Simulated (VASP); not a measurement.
**BAs: single point with PBE**

BAs:

```
B As
1.0
     3.36586    0.00000    0.00000
    -1.68293    2.91492    0.00000
     0.00000    0.00000    8.74459
B As
2 2
Direct
  0.33333 0.66667 0.25000
  0.66667 0.33333 0.75000
  0.66667 0.33333 0.25000
  0.33333 0.66667 0.75000
```

```json
{
 "Program": "VASP 6.6.1",
 "Task": "single point",
 "Functional": "PBE",
 "Potentials or basis": "VASP PAW PBE potentials, release 64 (B, As)",
 "Cutoff": "520 eV",
 "k mesh": "6 × 6 × 2",
 "Occupations": "gaussian, width 0.01 eV",
 "Spin": "no spin polarisation"
}
```

```json
{"Pressure": "2.0 GPa", "Band gap on the k mesh": "0.71 eV"}
```

Stress tensor (GPa, compression positive):
```
2.83 0.00 0.00
0.00 2.83 0.00
0.00 0.00 0.47
```

Levels at points of the mesh, in eV from the valence-band top:
```tsv
k point	band 5	band 6	band 7	band 8	band 9	band 10	band 11	band 12
(0.00, 0.00, 0.00)	-1.52	-1.52	-1.49	-1.49	3.33	3.88	4.08	4.84
(0.50, 0.00, 0.00)	-3.62	-3.58	-1.49	-0.59	0.94	2.03	2.48	2.66
(0.00, 0.00, 0.50)	-1.50	-1.50	-1.50	-1.50	3.95	3.95	4.88	4.88
(0.50, 0.00, 0.50)	-3.60	-3.60	-1.07	-1.07	1.41	1.41	2.57	2.57
```

Run time: 40 s on 1 thread of AMD EPYC 7571, on a shared host, peak memory 0.18 GiB.

Caveat: this functional lacks dispersion, which binds the layers, so the pressure and a relaxed spacing across them are unreliable. A k mesh can miss the band edges.
